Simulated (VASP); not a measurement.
Set up this calculation in VASP 6.6.1, as the native input.

```
Task                   : single point
Functional             : PBEsol
Potentials or basis    : VASP PAW PBE potentials, release 64 (Be, S)
Cutoff                 : 520 eV
k mesh                 : 8 × 8 × 6
Occupations            : gaussian, width 0.02 eV
Spin                   : no spin polarisation
Dipole correction      : no
Further INCAR settings : ALGO = Normal; EDIFF = 1e-06; NBANDS = 16
```

The structure of BeS lies in POSCAR:

```
BeS
1.0
    2.4914194276      2.4914194276      0.0000000000
   -2.4914194276      2.4914194276      0.0000000000
    0.0000000000      0.0000000000      4.7506288891
Be S
2 2
Direct
    0.0000000000      0.0000000000      0.0000000000
    0.5000000000      0.5000000000      0.5000000000
    0.5000000000      0.0000000000      0.2500000000
    0.0000000000      0.5000000000      0.7500000000
```

This cell differs from its parent crystal: biaxial strain in the a-b plane: +3.0 %.

The input as run:

INCAR

```
ALGO = Normal ; EDIFF = 1E-6
ENCUT = 520 ; GGA = PS
ISIF = 2 ; ISMEAR = 0
LASPH = T ; LCHARG = T
LELF = T ; LREAL = F
LVHAR = T ; LWAVE = F
NBANDS = 16 ; NELM = 80
PREC = Accurate ; SIGMA = 0.02
```

KPOINTS

```
k-points
0
Gamma
  8 8 6
```

Potentials or basis: VASP PAW PBE potentials, release 64 (Be, S).

Run with:

```bash
$ cat potpaw_PBE.64/Be/POTCAR potpaw_PBE.64/S/POTCAR > POTCAR
$ mpirun -np 1 vasp_std > vasp.out
```

It gave:

The pressure is -3.5 GPa and the band gap on the k mesh is 2.63 eV.

Caveat: the cell differs from its parent crystal (biaxial strain in the a-b plane: +3.0 %); the PAW data sets were made with another functional, which shifts forces and pressure a little.

Run time: 34 s on 1 thread of Intel(R) Xeon(R) Platinum 8375C CPU @ 2.90GHz (Ice Lake), on a shared host, peak memory 0.19 GiB.
